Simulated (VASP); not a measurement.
AlP, 2 atoms in the cell. It takes space group F-43m (No. 216, cubic). Conventional cell: a = 5.698 Å, b = 5.698 Å, c = 5.698 Å, α = 90.00°, β = 90.00°, γ = 90.00°. Within 3.3 Å of Al (site symmetry -43m) lie 4 P at 2.47 Å. P (site symmetry -43m) has 4 Al at 2.47 Å within 3.3 Å.  This cell differs from its parent crystal: strain +4.0%.

| Quantity | Value |
| --- | --- |
| Program | VASP 6.6.1 |
| Task | single point |
| Functional | HSE06 |
| Potentials or basis | VASP PAW PBE potentials, release 64 (Al, P) |
| Cutoff | 400 eV |
| k mesh | 6 × 6 × 6 |
| Occupations | gaussian, width 0.01 eV |
| Spin | no spin polarisation |
| Dipole correction | no |
| Grid for exact exchange (PRECFOCK) | Normal |
| Further INCAR settings | ALGO = Normal; EDIFF = 1e-06; NBANDS = 11 |
| Share of exact exchange | 0.25 |
| Screening parameter | 0.2079 1/Å |

Potentials or basis: VASP PAW PBE potentials, release 64 (Al, P).

Launch:

```console
$ cat potpaw_PBE.64/Al/POTCAR potpaw_PBE.64/P/POTCAR > POTCAR
$ cp INCAR.step1 INCAR
$ mpirun -np 1 vasp_std > vasp.out
$ cp INCAR.step2 INCAR
$ mpirun -np 1 vasp_std > vasp.out
```

Hardware: 1 thread of Intel(R) Xeon(R) Platinum 8259CL CPU @ 2.50GHz (Skylake/Cascade Lake), with other jobs on the host.

Estimate the wall time of this run.

Wall time 12 min on 1 thread of Intel(R) Xeon(R) Platinum 8259CL CPU @ 2.50GHz (Skylake/Cascade Lake) (shared host), peak memory 0.26 GiB. Counts: k points 16.
